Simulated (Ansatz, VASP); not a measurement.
# Two plane-wave programs on Ir

File INCAR:

```
SYSTEM = Ir
PREC = Accurate ; ENCUT = 520
EDIFF = 1E-7 ; ISMEAR = -1
SIGMA = 0.1 ; LREAL = .False.
LASPH = .True. ; NELM = 100
ALGO = Normal ; ISIF = 2
LWAVE = .False. ; LCHARG = .False.
GGA = RP ; NBANDS = 20
```

Contents of KPOINTS:

```
regular mesh
0
Gamma
  11 11 15
  0 0 0
```

File POSCAR:

```
Ir
1.0
    4.5663052922      0.0000000000      0.0000000000
   -2.2831526461      3.9545363845      0.0000000000
    0.0000000000      0.0000000000      2.8215339393
Ir
3
Direct
    0.0000000000      0.0000000000      0.0000000000
    0.3333333333      0.6666666667      0.5000000000
    0.6666666667      0.3333333333      0.5000000000
```

Input for Ansatz:

```yaml
crystal:
  lattice:
    - [4.5663052922, 0.0, 0.0]
    - [-2.2831526461, 3.9545363845, 0.0]
    - [0.0, 0.0, 2.8215339393]
  atoms:
    - { symbol: Ir, position: [0.0, 0.0, 0.0] }
    - { symbol: Ir, position: [0.3333333333, 0.6666666667, 0.5] }
    - { symbol: Ir, position: [0.6666666667, 0.3333333333, 0.5] }
hamiltonian:
  xc: rpbe
  pseudopotentials:
    kind: paw
    azcp:
      Ir: "pseudopotentials/Ir.paw.azcp"
basis:
  ecutwfc: 420
  fft_grid_basis: typed
kpoints:
  mp_grid: { grid: [11, 11, 15], shift: [0, 0, 0] }
magnetization:
  spin_polarized: false
scf:
  occupations: { method: fermi_dirac, width: 0.1 }
output:
  stress: true
```

Alike in both runs: task single point; functional RPBE; k mesh 11 × 11 × 15; occupations fermi-dirac, width 0.1 eV; no spin polarisation.

```csv
,VASP,Ansatz
version,VASP 6.6.1,Ansatz 0.2.0
potentials or method,"VASP PAW PBE potentials, release 64 (Ir), cutoff 520 eV","plane waves (420 eV) with PAW, scalar-relativistic"
valence electrons in the cell,27,51
```

Ansatz gave:

* pressure (GPa): -25.7
* traceless stress, the component that is largest in VASP (GPa): 1.68

**Question.** Estimate VASP's values.

**Answer.** Pressure (GPa): -25.6; traceless stress, the component that is largest in VASP (GPa): 1.58.

VASP's potentials were made for PBE, not for RPBE. VASP's potentials hold 27 valence electrons a cell and Ansatz's 51, so a difference there can come from the potentials and not from the codes.

Spin-orbit coupling is off throughout.
